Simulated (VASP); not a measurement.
## LiH: single point with HSE06

The system is LiH.

```
Li H
1.0
     2.51400    0.01234    0.01234
     0.01234    2.51400    0.01234
     0.01234    0.01234    2.51400
Li H
1 1
Cartesian
  0.0000 0.0000 0.0000
  1.2693 1.2693 1.2693
```

This cell differs from its parent crystal: strain along [111] +1.5%.

```yaml
Program: VASP 6.6.1
Task: single point
Functional: HSE06
Potentials_or_basis: VASP PAW PBE potentials, release 64 (Li_sv, H)
Cutoff: 520 eV
k_mesh: 8 × 8 × 8
Occupations: gaussian, width 0.01 eV
Spin: no spin polarisation
Dipole_correction: no
Grid_for_exact_exchange_PRECFOCK: Normal
Further_INCAR_settings: ALGO = Normal; EDIFF = 1e-07; NBANDS = 9
Share_of_exact_exchange: 0.25
Screening_parameter: 0.2079 1/Å
```

```yaml
Band_gap_on_the_k_mesh: 1.44 eV (least direct gap 5.15 eV)
```

Levels at points of the mesh, in eV from the valence-band top:
| k point | band 1 | band 2 | band 3 | band 4 | band 5 | band 6 |
| --- | --- | --- | --- | --- | --- | --- |
| (0.00, 0.00, 0.00) | -51.43 | -9.68 | 13.03 | 13.03 | 13.13 | 13.94 |
| (0.50, 0.00, 0.00) | -51.37 | -7.14 | 1.44 | 12.71 | 17.33 | 17.41 |
| (0.50, 0.50, 0.00) | -51.33 | -2.91 | 2.25 | 2.44 | 10.10 | 20.57 |
| (0.50, 0.50, 0.50) | -51.29 | 0.00 | 7.26 | 7.53 | 7.53 | 9.47 |

Run time: 11 min on 1 thread of Intel Xeon 8259CL (shared host), peak memory 0.24 GiB.

Caveat: the cell differs from its parent crystal (strain along [111] +1.5%). A k mesh can miss the band edges.
